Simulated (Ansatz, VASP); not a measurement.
Two plane-wave programs on Cu

```
Cu
1.0
    -1.47983    1.47983    1.47983
     1.47983   -1.47983    1.47983
     1.47983    1.47983   -1.47983
Cu
1
Direct
  0.00000 0.00000 0.00000
```

Alike in both runs: task single point; functional PBE; k mesh 25 × 25 × 25; occupations fermi-dirac, width 0.1 eV; no spin polarisation.

```csv
,VASP,Ansatz
version,VASP 6.6.1,Ansatz 0.2.0
potentials or method,"VASP PAW PBE potentials, release 64 (Cu), cutoff 520 eV","plane waves (420 eV) with PAW, scalar-relativistic"
valence electrons in the cell,11,19
```

```csv
,VASP,Ansatz,Ansatz less VASP
pressure (GPa),-8.1,-8.7,-0.60
```

With one functional, cell and mesh, what is left measures potentials, basis and numerics. VASP's potentials hold 11 valence electrons a cell and Ansatz's 19, so a difference there can come from the potentials and not from the codes.
